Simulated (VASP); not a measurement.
# Cu in VASP: a series of runs, part 2 of 2

VASP 6.6.1.

## 3. Single point, PBEsol, collinear spin

This run uses another cell than the first one.

The input, INCAR:

```
SYSTEM = Cu
PREC = Accurate ; ENCUT = 520
EDIFF = 1E-7 ; ISMEAR = 0
SIGMA = 0.05 ; LREAL = .FALSE.
LASPH = .TRUE. ; NELM = 150
ALGO = Normal ; ISIF = 2
LWAVE = .FALSE. ; LCHARG = .FALSE.
ISPIN = 2 ; MAGMOM = 0.5 0.5 0.5 0.5
LORBIT = 11 ; LMAXMIX = 4
GGA = PS ; NBANDS = 34
```

The input, KPOINTS:

```
regular mesh
0
G
  1 1 14
  0 0 0
```

The input, POSCAR:

```
Cu
1.0
   11.4000000000      0.0000000000      0.0000000000
    0.0000000000      9.3000000000      0.0000000000
    0.0000000000      0.0000000000      4.5961519758
Cu
4
Direct
    0.4014843609      0.5000000000      0.0000000000
    0.4014843609      0.5000000000      0.5000000000
    0.5985156391      0.5000000000      0.0000000000
    0.5985156391      0.5000000000      0.5000000000
```

Potentials or basis: VASP PAW PBE potentials, release 64 (Cu).

Launch:

```
$ cat potpaw_PBE.64/Cu/POTCAR > POTCAR
$ mpirun -np 1 vasp_std > vasp.out
```

OUTCAR:

```text
SYSTEM = Cu
   PREC = Accurate
   ENCUT = 520
   EDIFF = 1E-7
   ISMEAR = 0
   LREAL = .FALSE.
   LASPH = .TRUE.
   NELM = 150
   ISIF = 2
   ISPIN = 2
   LORBIT = 11
   GGA = PS

 ion  position               nearest neighbor table
   1  0.401  0.500  0.000-   3 2.25   2 2.30   2 2.30
   2  0.401  0.500  0.500-   4 2.25   1 2.30   1 2.30
   3  0.599  0.500  0.000-   1 2.25   4 2.30   4 2.30
   4  0.599  0.500  0.500-   2 2.25   3 2.30   3 2.30

  LATTYP: Found a simple orthorhombic cell.
 ALAT       =     4.5961519758
 B/A-ratio  =     2.0234317858
 C/A-ratio  =     2.4803357374

  Lattice vectors:

 A1 = (   0.0000000000,   0.0000000000,  -4.5961519758)
 A2 = (   0.0000000000,   9.3000000000,   0.0000000000)
 A3 = (  11.4000000000,   0.0000000000,   0.0000000000)

Analysis of symmetry for initial positions (statically):
=====================================================================
 Subroutine PRICEL returns following result:

  LATTYP: Found a simple orthorhombic cell.
 ALAT       =     2.2980759879
 B/A-ratio  =     4.0468635715
 C/A-ratio  =     4.9606714748
[... 12 lines left out ...]
 Subroutine GETGRP returns: Found  8 space group operations
 (whereof  8 operations were pure point group operations)
 out of a pool of  8 trial point group operations.

The static configuration has the point symmetry D_2h.

Analysis of symmetry for dynamics (positions and initial velocities):
=====================================================================
 Subroutine PRICEL returns following result:

  LATTYP: Found a simple orthorhombic cell.
 ALAT       =     2.2980759879
 B/A-ratio  =     4.0468635715
 C/A-ratio  =     4.9606714748
[... 12 lines left out ...]
 Subroutine GETGRP returns: Found  8 space group operations
 (whereof  8 operations were pure point group operations)
 out of a pool of  8 trial point group operations.

The dynamic configuration has the point symmetry D_2h.

Analysis of structural, dynamic, and magnetic symmetry:
=====================================================================
 Subroutine PRICEL returns following result:

  LATTYP: Found a simple orthorhombic cell.
 ALAT       =     2.2980759879
 B/A-ratio  =     4.0468635715
 C/A-ratio  =     4.9606714748
[... 12 lines left out ...]
 Subroutine GETGRP returns: Found  8 space group operations
 (whereof  8 operations were pure point group operations)
 out of a pool of  8 trial point group operations.

The overall configuration has the point symmetry D_2h.

 Subroutine INISYM returns: Found  8 space group operations
 (whereof  8 operations are pure point group operations),
 and found     2 'primitive' translations

----------------------------------------------------------------------------------------

                                     Primitive cell

  volume of cell :     243.6420

  direct lattice vectors                    reciprocal lattice vectors
     0.000000000  0.000000000 -2.298075988     0.000000000  0.000000000 -0.435146621
     0.000000000  9.300000000  0.000000000     0.000000000  0.107526882  0.000000000
    11.400000000  0.000000000  0.000000000     0.087719298  0.000000000  0.000000000

  length of vectors
     2.298075988  9.300000000 11.400000000     0.435146621  0.107526882  0.087719298

  position of ions in fractional coordinates (direct lattice)
     0.000000000  0.500000000  0.401484361
     0.000000000  0.500000000  0.598515639

[... 60 lines left out ...]
   LREAL  =      F    real-space projection
   EDIFFG = 0.1E-05   stopping-criterion for IOM
   NSW    =      0    number of steps for IOM
   IBRION =     -1    ionic relax: 0-MD 1-quasi-New 2-CG
   NFREE  =      0    steps in history (QN), initial steepest desc. (CG)
   ISIF   =      2    stress and relaxation
   ISYM   =      2    0-nonsym 1-usesym 2-fastsym
   POTIM  = 0.5000    time-step for ionic-motion
   TEBEG  =    0.0;   TEEND  =   0.0 temperature during run
   PSTRESS=    0.0 pullay stress
   NELECT =      44.0000    total number of electrons
   NUPDOWN=      -1.0000    fix difference up-down
   EMIN   =  10.00;   EMAX   =-10.00  energy-range for DOS
   EFERMI =   0.00;   METHOD = LEGACY
   ISMEAR =     0;   SIGMA  =   0.05  broadening in eV -4-tet -1-fermi 0-gaus
   EFERMI_NEDOS =   21; number of points for ismear=-14 and -15
   IALGO  =     38    algorithm
   IMIX   =      4    mixing-type and parameters
     AMIX     =   0.40;   BMIX     =  1.00
     AMIX_MAG =   1.60;   BMIX_MAG =  1.00
  volume/ion in A,a.u.               =     121.82       822.09
  Fermi-wavevector in a.u.,A,eV,Ry     =   0.734455  1.387918  7.339304  0.539424
  Thomas-Fermi vector in A             =   1.827412
   LORBIT       =     11    0 simple, 1 ext, 2 COOP (PROOUT), +10 PAW based schemes
   GGA     = PS    functional components
   LHFCALC =     F    Hartree Fock is set to
   AEXX    =    0.0000 exact exchange contribution
   IVDW    =     0    specifies the selected vdW correction
   LEPSILON=     F    determine dielectric tensor
   LRPA    =     F    only Hartree local field effects (RPA)
 spin polarized calculation
 Gauss-broadening in eV      SIGMA  =   0.05
  energy-cutoff  :      520.00
  volume of cell :      487.28
 maximum number of plane-waves:     13189
 NGX is ok and might be reduce to    90
   NGX = 43   NGY = 35   NGZ = 17

 number of electron      44.0000010 magnetization       0.0000128

 number of electron      44.0000010 magnetization      -0.0000012

 Free energy of the ion-electron system (eV)
  ---------------------------------------------------
  ext. energy  EPLUGINS =         0.00000000
  ---------------------------------------------------
  free energy    TOTEN  =       -10.03268100 eV

  energy without entropy =      -10.03254925  energy(sigma->0) =      -10.03261512

 E-fermi :  -3.5752     XC(G=0):  -2.6019

 val. band max:       -3.6765660384   @ k =   0.0000   0.0000   0.2143
 cond. band min:      -3.4737439154   @ k =   0.0000   0.0000   0.2857
 fundamental gap:      0.2028221230
 Fermi energy:        -3.5751549789

 spin component 1

 k-point     1 :       0.0000    0.0000    0.0000
  band No.  band energies     occupation
      1      -8.4999      1.00000
      2      -7.1033      1.00000
      3      -6.8787      1.00000
      4      -6.6238      1.00000
      5      -6.1245      1.00000
      6      -5.9360      1.00000
[... 285 lines left out ...]
     33       3.4995      0.00000
     34       3.4995      0.00000
 Fermi energy:        -3.5751549789

 spin component 2

 k-point     1 :       0.0000    0.0000    0.0000
  band No.  band energies     occupation
      1      -8.4999      1.00000
      2      -7.1034      1.00000
      3      -6.8787      1.00000
      4      -6.6238      1.00000
      5      -6.1245      1.00000
      6      -5.9360      1.00000
[... 285 lines left out ...]
     33       3.5026      0.00000
     34       3.5028      0.00000

------------------------ aborting loop because EDIFF is reached ----------------------------------------

  FORCE on cell =-STRESS in cart. coord.  units (eV):
  Direction    XX          YY          ZZ          XY          YZ          ZX
  --------------------------------------------------------------------------------------
  -------------------------------------------------------------------------------------
  Total        0.1402116     -0.0567745      0.2899541      0.0000000      0.0000000      0.0000000
  in kB        0.4610120     -0.1866730      0.9533615      0.0000000      0.0000000      0.0000000
  external PRESSURE =       0.4092335 kB  Pullay stress =       0.0000000 kB

 VOLUME and BASIS-vectors are now :
 -----------------------------------------------------------------------------
  energy-cutoff  :      520.00
  volume of cell :      487.28
      direct lattice vectors                 reciprocal lattice vectors
    11.400000000  0.000000000  0.000000000     0.087719298  0.000000000  0.000000000
     0.000000000  9.300000000  0.000000000     0.000000000  0.107526882  0.000000000
     0.000000000  0.000000000  4.596151976     0.000000000  0.000000000  0.217573310

 POSITION                                       TOTAL-FORCE (eV/Angst)
 -----------------------------------------------------------------------------------
      4.57692      4.65000      0.00000        -0.029992      0.000000     -0.000000
      4.57692      4.65000      2.29808        -0.029992      0.000000      0.000000
      6.82308      4.65000      0.00000         0.029992     -0.000000      0.000000
      6.82308      4.65000      2.29808         0.029992     -0.000000      0.000000
 -----------------------------------------------------------------------------------
    total drift:                               -0.000000      0.000000      0.000000

  FREE ENERGIE OF THE ION-ELECTRON SYSTEM (eV)
  ---------------------------------------------------
  free  energy   TOTEN  =       -10.0326809990 eV

  energy  without entropy=      -10.0325492499  energy(sigma->0) =      -10.03261512

 total charge

# of ion       s       p       d       tot
------------------------------------------
    1        0.502   0.178   9.262   9.942
    2        0.502   0.178   9.262   9.942
    3        0.502   0.178   9.262   9.942
    4        0.502   0.178   9.262   9.942
--------------------------------------------------
tot          2.008   0.712  37.048  39.768

 magnetization (x)

# of ion       s       p       d       tot
------------------------------------------
    1       -0.000  -0.000  -0.000  -0.000
    2       -0.000  -0.000  -0.000  -0.000
    3       -0.000  -0.000  -0.000  -0.000
    4       -0.000  -0.000  -0.000  -0.000
--------------------------------------------------
tot         -0.000  -0.000  -0.000  -0.000
```

OSZICAR:

```text
N       E                     dE             d eps       ncg     rms          rms(c)
DAV:   1     0.302873332202E+03    0.30287E+03   -0.14313E+04  1088   0.102E+03
DAV:   2    -0.313262152439E+00   -0.30319E+03   -0.27358E+03  1090   0.252E+02
[... 18 lines left out ...]
DAV:  21    -0.100326715565E+02   -0.24799E-04   -0.30805E-06  1154   0.794E-03    0.840E-04
DAV:  22    -0.100326727655E+02   -0.12090E-05   -0.51291E-07  1096   0.473E-03    0.688E-04
DAV:  23    -0.100326779078E+02   -0.51424E-05   -0.39170E-07   970   0.306E-03    0.298E-04
DAV:  24    -0.100326800607E+02   -0.21529E-05   -0.16190E-07   900   0.134E-03    0.254E-04
DAV:  25    -0.100326808446E+02   -0.78394E-06   -0.64297E-08   850   0.154E-03    0.171E-04
DAV:  26    -0.100326809776E+02   -0.13297E-06   -0.15778E-08   810   0.823E-04    0.719E-05
DAV:  27    -0.100326809990E+02   -0.21375E-07   -0.38959E-09   776   0.416E-04
   1 F= -.10032681E+02 E0= -.10032615E+02  d E =-.131749E-03  mag=     0.0000
```

Run time: 19 min. Hardware: 1 thread of Intel Xeon 8259CL, shared host; peak memory 0.75 GiB.

Results:

```yaml
Free_energy: -10.0327 eV
Largest_force: 0.030 eV/Å
Net_moment: 0.00 μB per cell
Valence_electrons_inside_the_program's_atomic_spheres: Cu 9.94
```

Forces in eV/Å, atoms in the order of the input:
```
Cu  -0.030  0.000  0.000
Cu  -0.030  0.000  0.000
Cu   0.030  0.000  0.000
Cu   0.030  0.000  0.000
```

Caveat: the PAW data sets were made with another functional, which shifts forces and pressure a little.
